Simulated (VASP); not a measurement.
# Zn12SeS11 (a cell with a defect) in VASP: single point with PBE

Aim: the single point of Zn12SeS11 (a cell with a defect) with PBE.

All numbers are computed with VASP 6.6.1; they aren't measurements. Logs are shortened: lines on timing, memory, paths and dates and some standing lists are left out, and cuts for length are marked.

## 1. The cell of the first run

The cell holds a defect, 24 atoms: a = 6.621 Å, b = 6.621 Å, c = 12.520 Å, α = 90.00°, β = 90.00°, γ = 120.00°.

## 2. Single point, PBE

Input file INCAR:

```
PREC = Accurate
ENCUT = 520
EDIFF = 1E-7
ISMEAR = -1
SIGMA = 0.01
LREAL = Auto
LASPH = T
NELM = 100
ALGO = Normal
ISIF = 2
LWAVE = F
LCHARG = T
GGA = PE
LELF = T
LVHAR = T
NBANDS = 126
```

Input file KPOINTS:

```
Automatic mesh
0
Gamma
  3 3 2
```

Input file POSCAR:

```
Zn12SeS11
1.0
    5.7340500000      3.3105553110      0.0000000000
   -5.7340500000      3.3105553110      0.0000000000
    0.0000000000      0.0000000000     12.5200000000
Zn S Se
12 11 1
Direct
   -0.0014014984     -0.0014014984     -0.0007343411
    0.3333333333      0.6680681651     -0.0007343411
    0.6680681651      0.3333333333     -0.0007343411
   -0.0116713879     -0.0116713879      0.5029499543
    0.3333333333      0.6783380546      0.5029499543
    0.6783380546      0.3333333333      0.5029499543
    0.3333333333      0.3333333333      0.2429315783
    0.6666666667      0.0000000000      0.2495351618
    0.0000000000      0.6666666667      0.2495351618
    0.3333333333      1.0009667352      0.7509379081
    0.6656999315      0.6656999315      0.7509379081
    0.0009667352      0.3333333333      0.7509379081
   -0.0020892257     -0.0020892257      0.1856428751
    0.3333333333      0.6687558923      0.1856428751
    0.6687558923      0.3333333333      0.1856428751
   -0.0015887557     -0.0015887557      0.6890300400
    0.3333333333      0.6682554224      0.6890300400
    0.6682554224      0.3333333333      0.6890300400
    0.6666666667      0.0000000000      0.4369577955
    0.0000000000      0.6666666667      0.4369577955
    0.3333333333      1.0011362137      0.9377078541
    0.6655304529      0.6655304529      0.9377078541
    0.0011362137      0.3333333333      0.9377078541
    0.3333333333      0.3333333333      0.4374796361
```

Potentials or basis: VASP PAW PBE potentials, release 64 (Zn, S, Se).

The run is started by

```console
> cat potpaw_PBE.64/Zn/POTCAR potpaw_PBE.64/S/POTCAR potpaw_PBE.64/Se/POTCAR > POTCAR
> mpirun -np 1 vasp_std > vasp.out
```

OUTCAR:

```text
PREC = Accurate
   ENCUT = 520
   EDIFF = 1E-7
   ISMEAR = -1
   LREAL = Auto
   LASPH = T
   NELM = 100
   ISIF = 2
   GGA = PE

 ion  position               nearest neighbor table
   1  0.999  0.999  0.999-  13 2.33  22 2.34  21 2.34  23 2.34
   2  0.333  0.668  0.999-  14 2.33  21 2.34  23 2.34  22 2.34
   3  0.668  0.333  0.999-  15 2.33  23 2.34  21 2.34  22 2.34
   4  0.988  0.988  0.503-  19 2.32  20 2.32  16 2.33  24 2.43
   5  0.333  0.678  0.503-  20 2.32  19 2.32  17 2.33  24 2.43
   6  0.678  0.333  0.503-  19 2.32  20 2.32  18 2.33  24 2.43
[... 16 lines left out ...]
  23  0.001  0.333  0.938-   3 2.34  12 2.34   1 2.34   2 2.34
  24  0.333  0.333  0.437-   4 2.43   5 2.43   6 2.43   7 2.44

  LATTYP: Found a hexagonal cell.
 ALAT       =     6.6211106221
 C/A-ratio  =     1.8909214352

  Lattice vectors:

 A1 = (   5.7340500000,   3.3105553110,   0.0000000000)
 A2 = (  -5.7340500000,   3.3105553110,   0.0000000000)
 A3 = (   0.0000000000,   0.0000000000,  12.5200000000)

Analysis of symmetry for initial positions (statically):
=====================================================================
 Subroutine PRICEL returns:
 Original cell was already a primitive cell.

 Routine SETGRP: Setting up the symmetry group for a
 hexagonal supercell.

 Subroutine GETGRP returns: Found  6 space group operations
 (whereof  2 operations were pure point group operations)
 out of a pool of 24 trial point group operations.

The static configuration has the point symmetry C_1h.
 The point group associated with its full space group is C_3v.

Analysis of symmetry for dynamics (positions and initial velocities):
=====================================================================
 Subroutine PRICEL returns:
 Original cell was already a primitive cell.

 Routine SETGRP: Setting up the symmetry group for a
 hexagonal supercell.

 Subroutine GETGRP returns: Found  6 space group operations
 (whereof  2 operations were pure point group operations)
 out of a pool of 24 trial point group operations.

The dynamic configuration has the point symmetry C_1h.
 The point group associated with its full space group is C_3v.

 Subroutine INISYM returns: Found  6 space group operations
 (whereof  2 operations are pure point group operations),
 and found     1 'primitive' translations

----------------------------------------------------------------------------------------

                                     Primitive cell

  volume of cell :     475.3316

  direct lattice vectors                    reciprocal lattice vectors
     5.734050000  3.310555311  0.000000000     0.087198403  0.151032064  0.000000000
    -5.734050000  3.310555311  0.000000000    -0.087198403  0.151032064  0.000000000
     0.000000000  0.000000000 12.520000000     0.000000000  0.000000000  0.079872204

  length of vectors
     6.621110622  6.621110622 12.520000000     0.174396805  0.174396805  0.079872204

  position of ions in fractional coordinates (direct lattice)
     0.998598502  0.998598502  0.999265659
     0.333333333  0.668068165  0.999265659
     0.668068165  0.333333333  0.999265659
     0.988328612  0.988328612  0.502949954
     0.333333333  0.678338055  0.502949954
     0.678338055  0.333333333  0.502949954
[... 16 lines left out ...]
     0.001136214  0.333333333  0.937707854
     0.333333333  0.333333333  0.437479636

  ion indices of the primitive-cell ions
   primitive index   ion index
                 1           1
                 2           2
                 3           3
                 4           4
                 5           5
                 6           6
[... 16 lines left out ...]
                23          23
                24          24

----------------------------------------------------------------------------------------

 KPOINTS: Automatic mesh

Automatic generation of k-mesh.
 Grid dimensions read from file:
 generate k-points for:    3    3    2

 Generating k-lattice:

  Cartesian coordinates                     Fractional coordinates (reciprocal lattice)
     0.029066134  0.050344021  0.000000000     0.333333333  0.000000000  0.000000000
    -0.029066134  0.050344021  0.000000000     0.000000000  0.333333333  0.000000000
     0.000000000  0.000000000  0.039936102     0.000000000  0.000000000  0.500000000

  Length of vectors
     0.058132268  0.058132268  0.039936102

  Shift w.r.t. Gamma in fractional coordinates (k-lattice)
     0.000000000  0.000000000  0.000000000

 Subroutine IBZKPT returns following result:
 ===========================================

 Found      6 irreducible k-points:

 Following reciprocal coordinates:
            Coordinates               Weight
  0.000000  0.000000  0.000000      1.000000
  0.333333  0.000000  0.000000      6.000000
  0.333333  0.333333  0.000000      2.000000
  0.000000  0.000000  0.500000      1.000000
  0.333333  0.000000  0.500000      6.000000
  0.333333  0.333333  0.500000      2.000000
   k-points           NKPTS =      6   k-points in BZ     NKDIM =      6   number of bands    NBANDS=    126
   number of dos      NEDOS =    301   number of ions     NIONS =     24
   total plane-waves  NPLWV = 240000
   dimension x,y,z NGX =    50 NGY =   50 NGZ =   96
   dimension x,y,z NGXF=   100 NGYF=  100 NGZF=  192
   ions per type =              12  11   1
   NGX,Y,Z   is equivalent  to a cutoff of  12.55, 12.55, 12.75 a.u.
   NGXF,Y,Z  is equivalent  to a cutoff of  25.11, 25.11, 25.49 a.u.
 SYSTEM =  unknown system
   PREC   = accura    normal or accurate (medium, high low for compatibility)
   ISTART =      0    job   : 0-new  1-cont  2-samecut
   ICHARG =      2    charge: 1-file 2-atom 10-const
   ISPIN  =      1    spin polarized calculation?
   LNONCOLLINEAR =      F non collinear calculations
   LSORBIT =      F    spin-orbit coupling
   LASPH  =      T    aspherical Exc in radial PAW
   ENCUT  =  520.0 eV  38.22 Ry    6.18 a.u.  12.31 12.31 23.28*2*pi/ulx,y,z
   NELM   =    100;   NELMIN=  2; NELMDL= -5     # of ELM steps
   EDIFF  = 0.1E-06   stopping-criterion for ELM
   LREAL  =      T    real-space projection
   EDIFFG = 0.1E-05   stopping-criterion for IOM
   NSW    =      0    number of steps for IOM
   IBRION =     -1    ionic relax: 0-MD 1-quasi-New 2-CG
   NFREE  =      0    steps in history (QN), initial steepest desc. (CG)
   ISIF   =      2    stress and relaxation
   ISYM   =      2    0-nonsym 1-usesym 2-fastsym
   POTIM  = 0.5000    time-step for ionic-motion
   TEBEG  =    0.0;   TEEND  =   0.0 temperature during run
   PSTRESS=    0.0 pullay stress
   NELECT =     216.0000    total number of electrons
   NUPDOWN=      -1.0000    fix difference up-down
   EMIN   =  10.00;   EMAX   =-10.00  energy-range for DOS
   EFERMI =   0.00;   METHOD = LEGACY
   ISMEAR =    -1;   SIGMA  =   0.01  broadening in eV -4-tet -1-fermi 0-gaus
   EFERMI_NEDOS =   21; number of points for ismear=-14 and -15
   IALGO  =     38    algorithm
   IMIX   =      4    mixing-type and parameters
     AMIX     =   0.40;   BMIX     =  1.00
     AMIX_MAG =   1.60;   BMIX_MAG =  1.00
  volume/ion in A,a.u.               =      19.81       133.65
  Fermi-wavevector in a.u.,A,eV,Ry     =   1.258618  2.378443 21.553244  1.584119
  Thomas-Fermi vector in A             =   2.392218
   LORBIT       =      0    0 simple, 1 ext, 2 COOP (PROOUT), +10 PAW based schemes
   GGA     = PE    functional components
   LHFCALC =     F    Hartree Fock is set to
   AEXX    =    0.0000 exact exchange contribution
   IVDW    =     0    specifies the selected vdW correction
   LEPSILON=     F    determine dielectric tensor
   LRPA    =     F    only Hartree local field effects (RPA)
 non-spin polarized calculation
  energy-cutoff  :      520.00
  volume of cell :      475.33
 maximum number of plane-waves:     12850
 NGX is ok and might be reduce to    50
   NGX = 25   NGY = 25   NGZ = 47

 number of electron     215.9999997 magnetization

 Free energy of the ion-electron system (eV)
  ---------------------------------------------------
  ext. energy  EPLUGINS =         0.00000000
  ---------------------------------------------------
  free energy    TOTEN  =       -81.18039300 eV

  energy without entropy =      -81.18039300  energy(sigma->0) =      -81.18039300

 E-fermi :   2.4264     XC(G=0):  -9.6401

 val. band max:        2.1851744916   @ k =   0.0000   0.0000   0.0000
 cond. band min:       4.2524903956   @ k =   0.0000   0.0000   0.0000
 fundamental gap:      2.0673159040
 Fermi energy:         2.4264295460

 k-point     1 :       0.0000    0.0000    0.0000
  band No.  band energies     occupation
      1     -11.0729      2.00000
      2     -10.6564      2.00000
      3     -10.6412      2.00000
      4     -10.1443      2.00000
      5      -9.9310      2.00000
      6      -9.9310      2.00000
[... 112 lines left out ...]
    119       7.3201      0.00000
    120       7.3468      0.00000

 k-point     2 :       0.3333    0.0000    0.0000
  band No.  band energies     occupation
      1     -10.8339      2.00000
      2     -10.4629      2.00000
      3     -10.4465      2.00000
      4     -10.2978      2.00000
      5     -10.1161      2.00000
      6     -10.0789      2.00000
[... 112 lines left out ...]
    119       7.0654      0.00000
    120       7.2937      0.00000

 k-point     3 :       0.3333    0.3333    0.0000
  band No.  band energies     occupation
      1     -10.4630      2.00000
      2     -10.4630      2.00000
      3     -10.4363      2.00000
      4     -10.1846      2.00000
      5     -10.1846      2.00000
      6     -10.1789      2.00000
[... 112 lines left out ...]
    119       6.7625      0.00000
    120       6.7625      0.00000

 k-point     4 :       0.0000    0.0000    0.5000
  band No.  band energies     occupation
      1     -10.9632      2.00000
      2     -10.9473      2.00000
      3     -10.3080      2.00000
      4     -10.2966      2.00000
      5      -9.9275      2.00000
      6      -9.9275      2.00000
[... 112 lines left out ...]
    119       7.3789      0.00000
    120       7.3789      0.00000

 k-point     5 :       0.3333    0.0000    0.5000
  band No.  band energies     occupation
      1     -10.7361      2.00000
      2     -10.7191      2.00000
      3     -10.2410      2.00000
      4     -10.2259      2.00000
      5     -10.1562      2.00000
      6     -10.1485      2.00000
[... 112 lines left out ...]
    119       6.8916      0.00000
    120       6.9755      0.00000

 k-point     6 :       0.3333    0.3333    0.5000
  band No.  band energies     occupation
      1     -10.3873      2.00000
      2     -10.3873      2.00000
      3     -10.3794      2.00000
      4     -10.3778      2.00000
      5     -10.3778      2.00000
      6     -10.3244      2.00000
[... 112 lines left out ...]
    119       6.3773      0.00000
    120       6.3839      0.00000
 [bands above 120 left out]

------------------------ aborting loop because EDIFF is reached ----------------------------------------

  FORCE on cell =-STRESS in cart. coord.  units (eV):
  Direction    XX          YY          ZZ          XY          YZ          ZX
  --------------------------------------------------------------------------------------
  -------------------------------------------------------------------------------------
  Total        7.3403312      7.3403312      7.2473033      0.0000000      0.0000000      0.0000000
  in kB       24.7417032     24.7417032     24.4281384      0.0000000      0.0000000      0.0000000
  external PRESSURE =      24.6371816 kB  Pullay stress =       0.0000000 kB

 VOLUME and BASIS-vectors are now :
 -----------------------------------------------------------------------------
  energy-cutoff  :      520.00
  volume of cell :      475.33
      direct lattice vectors                 reciprocal lattice vectors
     5.734050000  3.310555311  0.000000000     0.087198403  0.151032064  0.000000000
    -5.734050000  3.310555311  0.000000000    -0.087198403  0.151032064  0.000000000
     0.000000000  0.000000000 12.520000000     0.000000000  0.000000000  0.079872204

 POSITION                                       TOTAL-FORCE (eV/Angst)
 -----------------------------------------------------------------------------------
      0.00000      6.61183     12.51081         0.000000     -0.002394      0.001034
     -1.91939      3.31520     12.51081        -0.002073      0.001197      0.001034
      1.91939      3.31520     12.51081         0.002073      0.001197      0.001034
      0.00000      6.54383      6.29693         0.000000     -0.003838      0.005574
     -1.97827      3.34919      6.29693        -0.003324      0.001919      0.005574
      1.97827      3.34919      6.29693         0.003324      0.001919      0.005574
[... 16 lines left out ...]
     -1.90483      1.10728     11.74010        -0.002268     -0.001310     -0.000481
      0.00000      2.20704      5.47725         0.000000     -0.000000     -0.001165
 -----------------------------------------------------------------------------------
    total drift:                                0.000000      0.000088     -0.001350

  FREE ENERGIE OF THE ION-ELECTRON SYSTEM (eV)
  ---------------------------------------------------
  free  energy   TOTEN  =       -81.1803930050 eV

  energy  without entropy=      -81.1803930050  energy(sigma->0) =      -81.18039300
```

It took 19 min on 1 thread of Intel Xeon Platinum 8375C at 2.90GHz (Ice Lake), shared host; peak memory 0.64 GiB.

Results:

- Free energy: -81.1804 eV
- Pressure: 2.5 GPa
- Largest force: 0.007 eV/Å
- Band gap on the k mesh: 2.07 eV

Forces in eV/Å, atoms in the order of the input:
```
Zn   0.000 -0.002  0.001
Zn  -0.002  0.001  0.001
Zn   0.002  0.001  0.001
Zn   0.000 -0.004  0.006
Zn  -0.003  0.002  0.006
Zn   0.003  0.002  0.006
Zn   0.000  0.000 -0.004
Zn   0.000  0.000 -0.002
Zn   0.000  0.000 -0.002
Zn   0.002 -0.001  0.001
Zn   0.000  0.002  0.001
Zn  -0.002 -0.001  0.001
S    0.000 -0.007 -0.001
S   -0.006  0.004 -0.001
S    0.006  0.004 -0.001
S    0.000  0.000  0.001
S    0.000  0.000  0.001
S    0.000  0.000  0.001
S    0.000  0.000 -0.005
S    0.000  0.000 -0.005
S    0.002 -0.001  0.000
S    0.000  0.003  0.000
S   -0.002 -0.001  0.000
Se   0.000  0.000 -0.001
```
